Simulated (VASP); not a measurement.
# I (Cmce) in VASP: notebook

Runs on I. Level: PBE. Tasks: single point.

Everything below comes from runs of VASP 6.6.1. Logs are shortened: lines on timing, memory, paths and dates and some standing lists are left out, and cuts for length are marked.

## (1) The cell of the first run

Symmetry: Cmce, No. 64, orthorhombic system. Conventional cell: a = 8.852 Å, b = 4.622 Å, c = 9.811 Å, α = 90.00°, β = 90.00°, γ = 90.00°. I (site symmetry m) has 3 I at 2.81 to 3.41 Å within 3.7 Å.

## (2) Single point, PBE

File INCAR:

```
PREC = Accurate ; ENCUT = 520
EDIFF = 1E-6 ; ISMEAR = -1
SIGMA = 0.05 ; LREAL = False
LASPH = True ; NELM = 60
ALGO = Normal ; ISIF = 2
LWAVE = False ; LCHARG = False
GGA = PE ; NBANDS = 22
```

File KPOINTS:

```
regular mesh
0
Gamma
  7 7 3
```

File POSCAR:

```
I
1.0
    4.4258194617     -2.3109346966      0.0000000000
    4.4258194617      2.3109346966      0.0000000000
    0.0000000000      0.0000000000      9.8111734099
I
4
Direct
    0.6597199064      0.3402800936      0.3780897884
    0.1597199064      0.8402800936      0.1219102116
    0.3402800936      0.6597199064      0.6219102116
    0.8402800936      0.1597199064      0.8780897884
```

Potentials or basis: VASP PAW PBE potentials, release 64 (I).

Command:

```sh
$ cat potpaw_PBE.64/I/POTCAR > POTCAR
$ mpirun -np 1 vasp_std > vasp.out
```

OUTCAR:

```text
PREC = Accurate
   ENCUT = 520
   EDIFF = 1E-6
   ISMEAR = -1
   LREAL = False
   LASPH = True
   NELM = 60
   ISIF = 2
   GGA = PE

 ion  position               nearest neighbor table
   1  0.660  0.340  0.378-   3 2.81   2 3.41   2 3.41
   2  0.160  0.840  0.122-   4 2.81   1 3.41   1 3.41
   3  0.340  0.660  0.622-   1 2.81   4 3.41   4 3.41
   4  0.840  0.160  0.878-   2 2.81   3 3.41   3 3.41

  LATTYP: Found a base centered orthorhombic cell.
 ALAT       =     4.6218693932
 B/A-ratio  =     1.9151642269
 C/A-ratio  =     2.1227716699

  Lattice vectors:

 A1 = (  -4.4258194617,  -2.3109346966,   0.0000000000)
 A2 = (   4.4258194617,  -2.3109346966,   0.0000000000)
 A3 = (   0.0000000000,   0.0000000000,   9.8111734099)

Analysis of symmetry for initial positions (statically):
=====================================================================
 Subroutine PRICEL returns:
 Original cell was already a primitive cell.

 Routine SETGRP: Setting up the symmetry group for a
 base centered orthorhombic supercell.

 Subroutine GETGRP returns: Found  8 space group operations
 (whereof  4 operations were pure point group operations)
 out of a pool of  8 trial point group operations.

The static configuration has the point symmetry C_2h.
 The point group associated with its full space group is D_2h.

Analysis of symmetry for dynamics (positions and initial velocities):
=====================================================================
 Subroutine PRICEL returns:
 Original cell was already a primitive cell.

 Routine SETGRP: Setting up the symmetry group for a
 base centered orthorhombic supercell.

 Subroutine GETGRP returns: Found  8 space group operations
 (whereof  4 operations were pure point group operations)
 out of a pool of  8 trial point group operations.

The dynamic configuration has the point symmetry C_2h.
 The point group associated with its full space group is D_2h.

 Subroutine INISYM returns: Found  8 space group operations
 (whereof  4 operations are pure point group operations),
 and found     1 'primitive' translations

----------------------------------------------------------------------------------------

[... 91 lines left out ...]
   LNONCOLLINEAR =      F non collinear calculations
   LSORBIT =      F    spin-orbit coupling
   LASPH  =      T    aspherical Exc in radial PAW
   ENCUT  =  520.0 eV  38.22 Ry    6.18 a.u.   9.28  9.28 18.24*2*pi/ulx,y,z
   NELM   =     60;   NELMIN=  2; NELMDL= -5     # of ELM steps
   EDIFF  = 0.1E-05   stopping-criterion for ELM
   LREAL  =      F    real-space projection
   EDIFFG = 0.1E-04   stopping-criterion for IOM
   NSW    =      0    number of steps for IOM
   IBRION =     -1    ionic relax: 0-MD 1-quasi-New 2-CG
   NFREE  =      0    steps in history (QN), initial steepest desc. (CG)
   ISIF   =      2    stress and relaxation
   ISYM   =      2    0-nonsym 1-usesym 2-fastsym
   POTIM  = 0.5000    time-step for ionic-motion
   TEBEG  =    0.0;   TEEND  =   0.0 temperature during run
   PSTRESS=    0.0 pullay stress
   NELECT =      28.0000    total number of electrons
   NUPDOWN=      -1.0000    fix difference up-down
   EMIN   =  10.00;   EMAX   =-10.00  energy-range for DOS
   EFERMI =   0.00;   METHOD = LEGACY
   ISMEAR =    -1;   SIGMA  =   0.05  broadening in eV -4-tet -1-fermi 0-gaus
   EFERMI_NEDOS =   21; number of points for ismear=-14 and -15
   IALGO  =     38    algorithm
   IMIX   =      4    mixing-type and parameters
     AMIX     =   0.40;   BMIX     =  1.00
     AMIX_MAG =   1.60;   BMIX_MAG =  1.00
  volume/ion in A,a.u.               =      50.17       338.59
  Fermi-wavevector in a.u.,A,eV,Ry     =   0.849083  1.604534  9.809007  0.720942
  Thomas-Fermi vector in A             =   1.964848
   LORBIT       =      0    0 simple, 1 ext, 2 COOP (PROOUT), +10 PAW based schemes
   GGA     = PE    functional components
   LHFCALC =     F    Hartree Fock is set to
   AEXX    =    0.0000 exact exchange contribution
   IVDW    =     0    specifies the selected vdW correction
   LEPSILON=     F    determine dielectric tensor
   LRPA    =     F    only Hartree local field effects (RPA)
 non-spin polarized calculation
  energy-cutoff  :      520.00
  volume of cell :      200.69
 maximum number of plane-waves:      5443
 NGX is ok and might be reduce to    40
   NGX = 19   NGY = 19   NGZ = 37

 number of electron      28.0000000 magnetization

 Free energy of the ion-electron system (eV)
  ---------------------------------------------------
  ext. energy  EPLUGINS =         0.00000000
  ---------------------------------------------------
  free energy    TOTEN  =        -6.09276869 eV

  energy without entropy =       -6.09276338  energy(sigma->0) =       -6.09276603

 E-fermi :   1.7045     XC(G=0):  -7.2193

 val. band max:        1.2129134697   @ k =   0.0000   0.0000   0.0000
 cond. band min:       2.2561898931   @ k =   0.1429   0.0000   0.0000
 fundamental gap:      1.0432764234
 Fermi energy:         1.7044684520

 k-point     1 :       0.0000    0.0000    0.0000
  band No.  band energies     occupation
      1     -12.0175      2.00000
      2     -11.3708      2.00000
      3     -10.4820      2.00000
      4      -9.3581      2.00000
      5      -3.0623      2.00000
      6      -1.7895      2.00000
[... 589 lines left out ...]
     21       9.2247      0.00000
     22       9.5949      0.00000

 [... further k-points ...]

------------------------ aborting loop because EDIFF is reached ----------------------------------------

  FORCE on cell =-STRESS in cart. coord.  units (eV):
  Direction    XX          YY          ZZ          XY          YZ          ZX
  --------------------------------------------------------------------------------------
  -------------------------------------------------------------------------------------
  Total        0.0511223     -0.0034234     -0.0253054      0.0000000      0.0000000      0.0000000
  in kB        0.4081208     -0.0273297     -0.2020183      0.0000000      0.0000000      0.0000000
  external PRESSURE =       0.0595909 kB  Pullay stress =       0.0000000 kB

 VOLUME and BASIS-vectors are now :
 -----------------------------------------------------------------------------
  energy-cutoff  :      520.00
  volume of cell :      200.69
      direct lattice vectors                 reciprocal lattice vectors
     4.425819462 -2.310934697  0.000000000     0.112973429 -0.216362670  0.000000000
     4.425819462  2.310934697  0.000000000     0.112973429  0.216362670  0.000000000
     0.000000000  0.000000000  9.811173410     0.000000000  0.000000000  0.101924608

 POSITION                                       TOTAL-FORCE (eV/Angst)
 -----------------------------------------------------------------------------------
      4.42582     -0.73820      3.70950         0.000000      0.004725      0.004100
      4.42582      1.57273      1.19608         0.000000      0.004725     -0.004100
      4.42582      0.73820      6.10167         0.000000     -0.004725     -0.004100
      4.42582     -1.57273      8.61509         0.000000     -0.004725      0.004100
 -----------------------------------------------------------------------------------
    total drift:                                0.000000     -0.000000     -0.000000

  FREE ENERGIE OF THE ION-ELECTRON SYSTEM (eV)
  ---------------------------------------------------
  free  energy   TOTEN  =        -6.0927686877 eV

  energy  without entropy=       -6.0927633790  energy(sigma->0) =       -6.09276603
```

stdout:

```text
POSCAR found type information on POSCAR I
 POSCAR found :  1 types and       4 ions
 scaLAPACK will be used
 LDA part: xc-table for (Slater+PW92), standard interpolation
 POSCAR, INCAR and KPOINTS ok, starting setup
 FFT: planning ... GRIDC
 FFT: planning ... GRID_SOFT
 FFT: planning ... GRID
 WAVECAR not read
 entering main loop
```

It took 5.1 min on 1 thread of Oxide Virtual Turin-like, shared host; peak memory 0.36 GiB.

What came out:

```
Free energy            : -6.0928 eV
Pressure               : 0.0 GPa
Largest force          : 0.006 eV/Å
Band gap on the k mesh : 1.04 eV (least direct gap 1.09 eV)
```

Forces in eV/Å, atoms in the order of the input:
```
I    0.000  0.005  0.004
I    0.000  0.005 -0.004
I    0.000 -0.005 -0.004
I    0.000 -0.005  0.004
```

Levels at points of the mesh, in eV from the valence-band top:
| k point | band 12 | band 13 | band 14 | band 15 | band 16 | band 17 |
| --- | --- | --- | --- | --- | --- | --- |
| (0.00, 0.00, 0.00) | -0.74 | -0.59 | 0.00 | 1.09 | 1.87 | 4.67 |

Caveat: spin-orbit coupling is left out, which moves the levels of the heavy elements.

## (3) Single point, PBE

This run uses another cell than the first one, of 50.67 Å³/atom.

File INCAR:

```
SYSTEM = I
PREC = Accurate ; ENCUT = 520
EDIFF = 1E-6 ; ISMEAR = -1
SIGMA = 0.05 ; LREAL = .FALSE.
LASPH = .TRUE. ; NELM = 80
ALGO = Normal ; ISIF = 2
LWAVE = .FALSE. ; LCHARG = .FALSE.
GGA = PE ; NBANDS = 22
```

File KPOINTS:

```
regular mesh
0
G
  7 7 3
  0 0 0
```

File POSCAR:

```
I
1.0
    4.4635498134     -2.3151364271      0.0000000000
    4.4635498134      2.3151364271      0.0000000000
    0.0000000000      0.0000000000      9.8076082514
I
4
Direct
    0.6597826710      0.3402173290      0.3780358261
    0.1597826710      0.8402173290      0.1219641739
    0.3402173290      0.6597826710      0.6219641739
    0.8402173290      0.1597826710      0.8780358261
```

Potentials or basis: VASP PAW PBE potentials, release 64 (I).

Command:

```sh
$ cat potpaw_PBE.64/I/POTCAR > POTCAR
$ mpirun -np 1 vasp_std > vasp.out
```

OUTCAR:

```text
SYSTEM = I
   PREC = Accurate
   ENCUT = 520
   EDIFF = 1E-6
   ISMEAR = -1
   LREAL = .FALSE.
   LASPH = .TRUE.
   NELM = 80
   ISIF = 2
   GGA = PE

 ion  position               nearest neighbor table
   1  0.660  0.340  0.378-   3 2.81   2 3.42   2 3.42
   2  0.160  0.840  0.122-   4 2.81   1 3.42   1 3.42
   3  0.340  0.660  0.622-   1 2.81   4 3.42   4 3.42
   4  0.840  0.160  0.878-   2 2.81   3 3.42   3 3.42

  LATTYP: Found a base centered orthorhombic cell.
 ALAT       =     4.6302728542
 B/A-ratio  =     1.9279856518
 C/A-ratio  =     2.1181490941

  Lattice vectors:

 A1 = (  -4.4635498134,  -2.3151364271,   0.0000000000)
 A2 = (   4.4635498134,  -2.3151364271,   0.0000000000)
 A3 = (   0.0000000000,   0.0000000000,   9.8076082514)

Analysis of symmetry for initial positions (statically):
=====================================================================
 Subroutine PRICEL returns:
 Original cell was already a primitive cell.

 Routine SETGRP: Setting up the symmetry group for a
 base centered orthorhombic supercell.

 Subroutine GETGRP returns: Found  8 space group operations
 (whereof  4 operations were pure point group operations)
 out of a pool of  8 trial point group operations.

The static configuration has the point symmetry C_2h.
 The point group associated with its full space group is D_2h.

Analysis of symmetry for dynamics (positions and initial velocities):
=====================================================================
 Subroutine PRICEL returns:
 Original cell was already a primitive cell.

 Routine SETGRP: Setting up the symmetry group for a
 base centered orthorhombic supercell.

 Subroutine GETGRP returns: Found  8 space group operations
 (whereof  4 operations were pure point group operations)
 out of a pool of  8 trial point group operations.

The dynamic configuration has the point symmetry C_2h.
 The point group associated with its full space group is D_2h.

 Subroutine INISYM returns: Found  8 space group operations
 (whereof  4 operations are pure point group operations),
 and found     1 'primitive' translations

----------------------------------------------------------------------------------------

                                     Primitive cell

  volume of cell :     202.6983

  direct lattice vectors                    reciprocal lattice vectors
     4.463549813 -2.315136427  0.000000000     0.112018465 -0.215969994  0.000000000
     4.463549813  2.315136427  0.000000000     0.112018465  0.215969994  0.000000000
     0.000000000  0.000000000  9.807608251     0.000000000  0.000000000  0.101961658

  length of vectors
     5.028233647  5.028233647  9.807608251     0.243292365  0.243292365  0.101961658

  position of ions in fractional coordinates (direct lattice)
     0.659782671  0.340217329  0.378035826
     0.159782671  0.840217329  0.121964174
     0.340217329  0.659782671  0.621964174
     0.840217329  0.159782671  0.878035826

  ion indices of the primitive-cell ions
   primitive index   ion index
                 1           1
                 2           2
                 3           3
                 4           4

----------------------------------------------------------------------------------------

 KPOINTS: regular mesh

Automatic generation of k-mesh.
 Grid dimensions read from file:
 generate k-points for:    7    7    3

 Generating k-lattice:

  Cartesian coordinates                     Fractional coordinates (reciprocal lattice)
     0.016002638 -0.030852856  0.000000000     0.142857143  0.000000000  0.000000000
     0.016002638  0.030852856  0.000000000     0.000000000  0.142857143  0.000000000
     0.000000000  0.000000000  0.033987219     0.000000000  0.000000000  0.333333333

  Length of vectors
     0.034756052  0.034756052  0.033987219

  Shift w.r.t. Gamma in fractional coordinates (k-lattice)
     0.000000000  0.000000000  0.000000000

 Subroutine IBZKPT returns following result:
 ===========================================

 Found     32 irreducible k-points:

 Following reciprocal coordinates:
            Coordinates               Weight
  0.000000  0.000000  0.000000      1.000000
  0.142857  0.000000  0.000000      4.000000
  0.285714  0.000000  0.000000      4.000000
  0.428571  0.000000  0.000000      4.000000
  0.142857  0.142857  0.000000      2.000000
  0.285714  0.142857  0.000000      4.000000
[... 16 lines left out ...]
  0.428571  0.142857  0.333333      8.000000
 -0.428571  0.142857  0.333333      8.000000
 [... further k-points ...]
   k-points           NKPTS =     32   k-points in BZ     NKDIM =     32   number of bands    NBANDS=     22
   number of dos      NEDOS =    301   number of ions     NIONS =      4
   total plane-waves  NPLWV = 128000
   dimension x,y,z NGX =    40 NGY =   40 NGZ =   80
   dimension x,y,z NGXF=    80 NGYF=   80 NGZF=  160
   ions per type =               4
   NGX,Y,Z   is equivalent  to a cutoff of  13.22, 13.22, 13.56 a.u.
   NGXF,Y,Z  is equivalent  to a cutoff of  26.45, 26.45, 27.12 a.u.
 SYSTEM =  I
   PREC   = accura    normal or accurate (medium, high low for compatibility)
   ISTART =      0    job   : 0-new  1-cont  2-samecut
   ICHARG =      2    charge: 1-file 2-atom 10-const
   ISPIN  =      1    spin polarized calculation?
   LNONCOLLINEAR =      F non collinear calculations
   LSORBIT =      F    spin-orbit coupling
   LASPH  =      T    aspherical Exc in radial PAW
   ENCUT  =  520.0 eV  38.22 Ry    6.18 a.u.   9.35  9.35 18.24*2*pi/ulx,y,z
   NELM   =     80;   NELMIN=  2; NELMDL= -5     # of ELM steps
   EDIFF  = 0.1E-05   stopping-criterion for ELM
   LREAL  =      F    real-space projection
   EDIFFG = 0.1E-04   stopping-criterion for IOM
   NSW    =      0    number of steps for IOM
   IBRION =     -1    ionic relax: 0-MD 1-quasi-New 2-CG
   NFREE  =      0    steps in history (QN), initial steepest desc. (CG)
   ISIF   =      2    stress and relaxation
   ISYM   =      2    0-nonsym 1-usesym 2-fastsym
   POTIM  = 0.5000    time-step for ionic-motion
   TEBEG  =    0.0;   TEEND  =   0.0 temperature during run
   PSTRESS=    0.0 pullay stress
   NELECT =      28.0000    total number of electrons
   NUPDOWN=      -1.0000    fix difference up-down
   EMIN   =  10.00;   EMAX   =-10.00  energy-range for DOS
   EFERMI =   0.00;   METHOD = LEGACY
   ISMEAR =    -1;   SIGMA  =   0.05  broadening in eV -4-tet -1-fermi 0-gaus
   EFERMI_NEDOS =   21; number of points for ismear=-14 and -15
   IALGO  =     38    algorithm
   IMIX   =      4    mixing-type and parameters
     AMIX     =   0.40;   BMIX     =  1.00
     AMIX_MAG =   1.60;   BMIX_MAG =  1.00
  volume/ion in A,a.u.               =      50.67       341.97
  Fermi-wavevector in a.u.,A,eV,Ry     =   0.846274  1.599225  9.744208  0.716179
  Thomas-Fermi vector in A             =   1.961595
   LORBIT       =      0    0 simple, 1 ext, 2 COOP (PROOUT), +10 PAW based schemes
   GGA     = PE    functional components
   LHFCALC =     F    Hartree Fock is set to
   AEXX    =    0.0000 exact exchange contribution
   IVDW    =     0    specifies the selected vdW correction
   LEPSILON=     F    determine dielectric tensor
   LRPA    =     F    only Hartree local field effects (RPA)
 non-spin polarized calculation
  energy-cutoff  :      520.00
  volume of cell :      202.70
 maximum number of plane-waves:      5489
 NGX is ok and might be reduce to    40
   NGX = 19   NGY = 19   NGZ = 37

 number of electron      27.9999999 magnetization

 Free energy of the ion-electron system (eV)
  ---------------------------------------------------
  ext. energy  EPLUGINS =         0.00000000
  ---------------------------------------------------
  free energy    TOTEN  =        -6.09312081 eV

  energy without entropy =       -6.09311548  energy(sigma->0) =       -6.09311815

 E-fermi :   1.6298     XC(G=0):  -7.1725

 val. band max:        1.1345001261   @ k =   0.0000   0.0000   0.0000
 cond. band min:       2.1817463887   @ k =   0.1429   0.0000   0.0000
 fundamental gap:      1.0472462626
 Fermi energy:         1.6297783148

 k-point     1 :       0.0000    0.0000    0.0000
  band No.  band energies     occupation
      1     -12.0799      2.00000
      2     -11.4344      2.00000
      3     -10.5499      2.00000
      4      -9.4321      2.00000
      5      -3.1215      2.00000
      6      -1.8676      2.00000
[... 589 lines left out ...]
     21       9.1255      0.00000
     22       9.4872      0.00000

 [... further k-points ...]

------------------------ aborting loop because EDIFF is reached ----------------------------------------

  FORCE on cell =-STRESS in cart. coord.  units (eV):
  Direction    XX          YY          ZZ          XY          YZ          ZX
  --------------------------------------------------------------------------------------
  -------------------------------------------------------------------------------------
  Total        0.0324295     -0.0569483     -0.0907893      0.0000000      0.0000000      0.0000000
  in kB        0.2563305     -0.4501338     -0.7176209      0.0000000      0.0000000      0.0000000
  external PRESSURE =      -0.3038081 kB  Pullay stress =       0.0000000 kB

 VOLUME and BASIS-vectors are now :
 -----------------------------------------------------------------------------
  energy-cutoff  :      520.00
  volume of cell :      202.70
      direct lattice vectors                 reciprocal lattice vectors
     4.463549813 -2.315136427  0.000000000     0.112018465 -0.215969994  0.000000000
     4.463549813  2.315136427  0.000000000     0.112018465  0.215969994  0.000000000
     0.000000000  0.000000000  9.807608251     0.000000000  0.000000000  0.101961658

 POSITION                                       TOTAL-FORCE (eV/Angst)
 -----------------------------------------------------------------------------------
      4.46355     -0.73984      3.70763         0.000000      0.010362      0.012653
      4.46355      1.57530      1.19618         0.000000      0.010362     -0.012653
      4.46355      0.73984      6.09998         0.000000     -0.010362     -0.012653
      4.46355     -1.57530      8.61143         0.000000     -0.010362      0.012653
 -----------------------------------------------------------------------------------
    total drift:                               -0.000000      0.000000     -0.000000

  FREE ENERGIE OF THE ION-ELECTRON SYSTEM (eV)
  ---------------------------------------------------
  free  energy   TOTEN  =        -6.0931208069 eV

  energy  without entropy=       -6.0931154837  energy(sigma->0) =       -6.09311815
```

Wall time 3.3 min (1 thread of Oxide Virtual Turin-like, shared host); peak memory 0.35 GiB.

Results:

* Free energy: -6.0931 eV
* Pressure: 0.0 GPa
* Largest force: 0.016 eV/Å
* Band gap on the k mesh: 1.05 eV (least direct gap 1.09 eV)

Forces in eV/Å, atoms in the order of the input:
```
I    0.000  0.010  0.013
I    0.000  0.010 -0.013
I    0.000 -0.010 -0.013
I    0.000 -0.010  0.013
```

Caveat: spin-orbit coupling is left out, which moves the levels of the heavy elements. A k mesh can miss the band edges.
